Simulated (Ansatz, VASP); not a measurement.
## Two plane-wave programs on InSe

```
CELL_PARAMETERS angstrom
3.96634 0.00000 0.00000
-1.98317 3.43495 0.00000
0.00000 0.00000 16.45894
ATOMIC_POSITIONS crystal
In 0.33333 0.66667 0.33331
In 0.66667 0.33333 0.83331
In 0.66667 0.33333 0.66669
In 0.33333 0.66667 0.16669
Se 0.33333 0.66667 0.58945
Se 0.66667 0.33333 0.08945
Se 0.66667 0.33333 0.41055
Se 0.33333 0.66667 0.91055
```

Alike in both runs: functional LDA; k mesh 12 × 12 × 2; occupations gaussian, width 0.01 eV; no spin polarisation.

Ansatz relaxed the structure, and its values are those at the end. VASP's run is a single point on that final structure, the one shown.

```csv
,VASP,Ansatz
version,VASP 6.6.1,Ansatz 0.2.0
potentials or method,"VASP PAW LDA potentials, release 64 (In_d, Se), cutoff 520 eV","scalar-relativistic, plane waves, PAW"
valence electrons in the cell,76,116
```

|  | VASP | Ansatz | Ansatz less VASP |
| --- | --- | --- | --- |
| gap on the k mesh at the Fermi level (eV) | 0.30 | 0.28 | -0.012 |
| least direct gap on the mesh (eV) | 0.30 | 0.28 | -0.012 |
| pressure (GPa) | 0.1 | 0.0 | -0.14 |
| rms of the force components (eV/Å) | 0.014 | 0.000 | -0.0136 |

Ansatz warns that its potentials were made for another functional, while VASP's fit it. LDA's correlation is that of Perdew and Zunger in VASP and of Perdew and Wang (1992) in Ansatz. VASP's potentials hold 76 valence electrons a cell and Ansatz's 116, so a difference there can come from the potentials and not from the codes.
